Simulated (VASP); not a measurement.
A run of VASP 6.6.1 is set up as follows.

INCAR

```
  PREC = Accurate
  ENCUT = 520
  EDIFF = 1E-8
  ISMEAR = 0
  SIGMA = 0.01
  LREAL = False
  LASPH = True
  NELM = 100
  ALGO = Normal
  ISIF = 2
  LWAVE = False
  LCHARG = False
  GGA = PE
  LEPSILON = True
```

File KPOINTS:

```
regular mesh
0
Gamma
  9 9 7
```

Contents of POSCAR:

```
AgCl
1.0
    1.6685000000     -4.9535000000      0.0000000000
    1.6685000000      4.9535000000      0.0000000000
    0.0000000000      0.0000000000      4.0950000000
Ag Cl
2 2
Direct
    0.5986982684      0.4013017316      0.2500000000
    0.4013017316      0.5986982684      0.7500000000
    0.8629556680      0.1370443320      0.2500000000
    0.1370443320      0.8629556680      0.7500000000
```

Potentials or basis: VASP PAW PBE potentials, release 64 (Ag, Cl).

Command:

```bash
$ cat potpaw_PBE.64/Ag/POTCAR potpaw_PBE.64/Cl/POTCAR > POTCAR
$ mpirun -np 1 vasp_std > vasp.out
```

(1) Estimate the electronic dielectric tensor (diagonal).

(2) Estimate the Born charges (mean of the diagonal).

(3) Estimate the band gap on the k mesh.

## Answers

(1) 6.04, 6.01, 6.27.

(2) Ag +1.38; Cl -1.38 e.

(3) 0.75 eV, indirect (least direct gap 1.84 eV).
